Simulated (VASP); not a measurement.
A run of VASP 6.6.1:

The input INCAR:

```
PREC     = Accurate       # precision mode
ENCUT    = 750            # plane-wave cutoff, eV
EDIFF    = 1E-6           # SCF threshold, eV
ISMEAR   = 0              # smearing method
SIGMA    = 0.01           # smearing width, eV
LREAL    = F              # projectors in reciprocal space
LASPH    = T              # aspherical terms in the spheres
NELM     = 120            # most SCF steps
ALGO     = Normal         # electronic algorithm
ISIF     = 2              # what is computed and relaxed
LWAVE    = F              # write WAVECAR
LCHARG   = F              # write CHGCAR
GGA      = PS             # functional
NBANDS   = 12             # bands
GGA_COMPAT= F
```

File KPOINTS:

```
Automatic mesh
0
Gamma
  4 4 4
```

File POSCAR:

```
LiBr
1.0
    0.0000000000      2.7395485832      2.7395485832
    2.7395485832      0.0000000000      2.7395485832
    2.7395485832      2.7395485832      0.0000000000
Li Br
1 1
Direct
    0.0000000000      0.0000000000      0.0000000000
    0.5000000000      0.5000000000      0.5000000000
```

Potentials or basis: VASP PAW PBE potentials, release 64 (Li_sv, Br).

Command:

```console
$ cat potpaw_PBE.64/Li_sv/POTCAR potpaw_PBE.64/Br/POTCAR > POTCAR
$ mpirun -np 1 vasp_std > vasp.out
```

Hardware: 1 thread of Intel Xeon 8259CL, on a shared host.

Problem. How long does it take, and how much memory?

Solution. It took 21 s on 1 thread of Intel Xeon 8259CL (shared host), peak memory 0.2 GiB. Counts: scf iterations 12, k points 8.
